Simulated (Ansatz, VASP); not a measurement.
**One calculation of SiNi, two programs**

```
Si Ni
1.0
     4.66447    0.00000    0.00000
     0.00000    4.66447    0.00000
     0.00000    0.00000    4.66447
Si Ni
4 4
Direct
  0.65494 0.15494 0.34506
  0.15494 0.34506 0.65494
  0.34506 0.65494 0.15494
  0.84506 0.84506 0.84506
  0.35651 0.85651 0.64349
  0.85651 0.64349 0.35651
  0.64349 0.35651 0.85651
  0.14349 0.14349 0.14349
```

Alike in both runs: functional PBE; k mesh 8 × 8 × 8; occupations gaussian, width 0.1 eV; no spin polarisation.

Ansatz relaxed the structure, and its values are those at the end. VASP's run is a single point on that final structure, the one shown.

```csv
,VASP,Ansatz
version,VASP 6.6.1,Ansatz 0.2.0
potentials or method,"VASP PAW PBE potentials, release 64 (Si, Ni), cutoff 600 eV","scalar-relativistic, plane waves, PAW"
valence electrons in the cell,56,88
```

Ansatz gave:

| Item | Value |
| --- | --- |
| gap on the k mesh at the Fermi level (eV) | none |
| pressure (GPa) | -13.4 |
| rms of the force components (eV/Å) | 0.006 |

Task: What did VASP give for the same quantities?

Result: gap on the k mesh at the Fermi level (eV): none; pressure (GPa): -13.3; rms of the force components (eV/Å): 0.005.

A gap of «none» marks a metal or a gap that the smearing closes. With one functional, cell and mesh, what is left measures potentials, basis and numerics. VASP's potentials hold 56 valence electrons a cell and Ansatz's 88, so a difference there can come from the potentials and not from the codes. Ansatz's warnings: stress scf threshold loose.
